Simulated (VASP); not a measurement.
A run of VASP 6.6.1:

The input INCAR:

```
SYSTEM = BN
PREC = Accurate ; ENCUT = 520
EDIFF = 1E-6 ; ISMEAR = -1
SIGMA = 0.02 ; LREAL = .False.
LASPH = .True. ; NELM = 100
ALGO = Normal ; ISIF = 2
LWAVE = .False. ; LCHARG = .True.
GGA = PE ; LELF = .True.
LVHAR = .True. ; NBANDS = 16
```

File KPOINTS:

```
Automatic mesh
0
Gamma
  12 12 4
  0 0 0
```

File POSCAR:

```
BN
1.0
    2.6013561779      0.0000000000      0.0000000000
   -1.3006780890      2.1655681384      0.0000000000
    0.0000000000      0.0000000000      6.5236379111
B N
2 2
Direct
    0.3408844731      0.6817689463      0.2500000000
    0.6591155269      0.3182310537      0.7500000000
    0.3236562334      0.6473124668      0.7500000000
    0.6763437666      0.3526875332      0.2500000000
```

Potentials or basis: VASP PAW PBE potentials, release 64 (B, N).

The run is started by

```bash
$ cat potpaw_PBE.64/B/POTCAR potpaw_PBE.64/N/POTCAR > POTCAR
$ mpirun -np 1 vasp_std > vasp.out
```

Hardware: 1 thread of Intel(R) Xeon(R) Platinum 8559C (Emerald Rapids), on a shared host.

Question: Estimate the wall time of this run.

Answer: Wall time 35 s on 1 thread of Intel(R) Xeon(R) Platinum 8559C (Emerald Rapids), on a shared host, peak memory 0.18 GiB. Counts: scf iterations 13, k points 129.
